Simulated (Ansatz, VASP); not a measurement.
**One calculation of Sc3Te, two programs**

```
Te Sc
1.0
     6.23183    0.00000    0.00000
    -3.11592    5.39693    0.00000
     0.00000    0.00000    5.00016
Te Sc
2 6
Direct
  0.33333 0.66667 0.75000
  0.66667 0.33333 0.25000
  0.16715 0.33429 0.25000
  0.16715 0.83285 0.25000
  0.66571 0.83285 0.25000
  0.83285 0.66571 0.75000
  0.83285 0.16715 0.75000
  0.33429 0.16715 0.75000
```

Alike in both runs: task single point; functional PBE; k mesh 5 × 5 × 5; occupations fermi-dirac, width 0.05 eV; no spin polarisation.

|  | VASP | Ansatz |
| --- | --- | --- |
| version | VASP 6.6.1 | Ansatz 0.2.0 |
| potentials or method | VASP PAW PBE potentials, release 64 (Te, Sc_sv) | Ansatz PAW |
| plane-wave cutoff (eV) | 520 | 420 |
| valence electrons in the cell | 78 | 98 |

```csv
,VASP,Ansatz,Ansatz less VASP
gap on the k mesh at the Fermi level (eV),none,none,-
pressure (GPa),4.8,4.7,-0.13
"traceless stress, the component that is largest in VASP (GPa)",-0.16,-0.16,+0.001
rms of the force components (eV/Å),0.004,0.002,-0.0026
```

Atom by atom the forces differ by 0.003 eV/Å (rms over components). A gap of «none» marks a metal or a gap that the smearing closes. With one functional, cell and mesh, what is left measures potentials, basis and numerics. VASP's potentials hold 78 valence electrons a cell and Ansatz's 98, so a difference there can come from the potentials and not from the codes.

Spin-orbit coupling is off throughout.
